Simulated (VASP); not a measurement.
O2, 2 atoms in the cell. The cell holds a molecule in a box, 2 atoms: a = 15.000 Å, b = 15.500 Å, c = 16.000 Å, α = 90.00°, β = 90.00°, γ = 90.00°. 

```yaml
Program: VASP 6.6.1
Task: single point
Functional: PBE
Dispersion: D3(BJ)
Potentials_or_basis: VASP PAW PBE potentials, release 64 (O)
Cutoff: 520 eV
k_mesh: 1 × 1 × 1
Occupations: gaussian, width 0.005 eV
Spin: collinear spin, ferromagnetic start
Starting_moments: "[1.0, 1.0] μB"
Dipole_correction: no
Further_INCAR_settings: ALGO = Normal; EDIFF = 1e-06; NBANDS = 17; ISYM = 0; NELMDL = -8
```

Potentials or basis: VASP PAW PBE potentials, release 64 (O).

Launch:

```bash
$ cat potpaw_PBE.64/O/POTCAR > POTCAR
$ mpirun -np 1 vasp_gam > vasp.out
```

Hardware: 1 thread of Intel(R) Xeon(R) 6975P-C (Granite Rapids), on a shared host.

Q: Estimate the wall time of this run.

A: Run time: 5.9 min on 1 thread of Intel(R) Xeon(R) 6975P-C (Granite Rapids) (shared host), peak memory 3.3 GiB. Counts: scf iterations 26, k points 1.
